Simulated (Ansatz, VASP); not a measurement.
**Ga7ReAs8: VASP beside Ansatz**

Contents of INCAR:

```
SYSTEM = Ga7ReAs8
PREC = Accurate ; ENCUT = 600
EDIFF = 1E-6 ; ISMEAR = 0
SIGMA = 0.05 ; LREAL = .FALSE.
LASPH = .TRUE. ; NELM = 120
ALGO = Normal ; ISIF = 2
LWAVE = .FALSE. ; LCHARG = .TRUE.
GGA = PS ; LELF = .TRUE.
LVHAR = .TRUE. ; NBANDS = 83
GGA_COMPAT = .FALSE.
```

The input KPOINTS:

```
Automatic mesh
0
G
  3 3 3
  0 0 0
```

The input POSCAR:

```
Ga7ReAs8
1.0
    0.0000000000      5.6537000000      5.6537000000
    5.6537000000      0.0000000000      5.6537000000
    5.6537000000      5.6537000000      0.0000000000
Re Ga As
1 7 8
Direct
    0.9998524888      0.0019432239      0.9991553448
    0.0010368700      0.0009942432      0.5006456100
    0.9984910901      0.5008841099      0.9989729161
    0.9981528532      0.5057707508      0.4998558159
    0.5032077084      0.0003304885      0.9973632955
    0.5011651386      0.9991440149      0.5039681312
    0.5003212301      0.5005895627      0.0010144367
    0.5000749080      0.5020052019      0.4996829082
    0.1238093346      0.1225398316      0.1217672156
    0.1229072726      0.1263281897      0.6315195827
    0.1217467372      0.6347712077      0.1213788444
    0.1258144134      0.6267624373      0.6249136099
    0.6324588009      0.1225323860      0.1245658393
    0.6266932116      0.1271195850      0.6240507031
    0.6246520619      0.6263669258      0.1252883924
    0.6244685365      0.6254894737      0.6265415060
```

Input for Ansatz:

```yaml
crystal:
  lattice:
    - [0.0, 5.6537, 5.6537]
    - [5.6537, 0.0, 5.6537]
    - [5.6537, 5.6537, 0.0]
  atoms:
    - { symbol: Re, position: [0.9998524888, 0.0019432239, 0.9991553448] }
    - { symbol: Ga, position: [0.00103687, 0.0009942432, 0.50064561] }
    - { symbol: Ga, position: [0.9984910901, 0.5008841099, 0.9989729161] }
    - { symbol: Ga, position: [0.9981528532, 0.5057707508, 0.4998558159] }
    - { symbol: Ga, position: [0.5032077084, 0.0003304885, 0.9973632955] }
    - { symbol: Ga, position: [0.5011651386, 0.9991440149, 0.5039681312] }
    - { symbol: Ga, position: [0.5003212301, 0.5005895627, 0.0010144367] }
    - { symbol: Ga, position: [0.500074908, 0.5020052019, 0.4996829082] }
    - { symbol: As, position: [0.1238093346, 0.1225398316, 0.1217672156] }
    - { symbol: As, position: [0.1229072726, 0.1263281897, 0.6315195827] }
    - { symbol: As, position: [0.1217467372, 0.6347712077, 0.1213788444] }
    - { symbol: As, position: [0.1258144134, 0.6267624373, 0.6249136099] }
    - { symbol: As, position: [0.6324588009, 0.122532386, 0.1245658393] }
    - { symbol: As, position: [0.6266932116, 0.127119585, 0.6240507031] }
    - { symbol: As, position: [0.6246520619, 0.6263669258, 0.1252883924] }
    - { symbol: As, position: [0.6244685365, 0.6254894737, 0.626541506] }
basis:
  ecutwfc: 420
  ecutrho_ratio: 4
kpoints:
  mp_grid: { grid: [3, 3, 3] }
hamiltonian:
  xc: pbesol
scf:
  occupations: { method: gaussian, width: 0.05 }
  lower_state_search: "off"
  max_iter: 150
output:
  forces: true
  stress: true
  eigenvalues: true
  populations: true
  hubbard: { sites: [{ site: 0, l: d }] }
```

Alike in both runs: task single point; functional PBEsol; k mesh 3 × 3 × 3; occupations gaussian, width 0.05 eV; no spin polarisation.

|  | VASP | Ansatz |
| --- | --- | --- |
| version | VASP 6.6.1 | Ansatz 0.2.0 |
| potentials or method | VASP PAW PBE potentials, release 64 (Re, Ga_d, As), cutoff 600 eV | scalar-relativistic, plane waves, PAW |
| valence electrons in the cell | 138 | 226 |

|  | VASP | Ansatz | Ansatz less VASP |
| --- | --- | --- | --- |
| gap on the k mesh at the Fermi level (eV) | none | none | - |
| pressure (GPa) | 0.1 | -0.1 | -0.18 |
| rms of the force components (eV/Å) | 0.065 | 0.075 | +0.0096 |

VASP's potentials were made for PBE, not for PBEsol. Atom by atom the forces differ by 0.010 eV/Å (rms over components). A gap of «none» marks a metal or a gap that the smearing closes. The functional is the same, so the differences come from potentials, cutoffs and numerics. VASP's potentials hold 138 valence electrons a cell and Ansatz's 226, so a difference there can come from the potentials and not from the codes.

Spin-orbit coupling is off throughout.
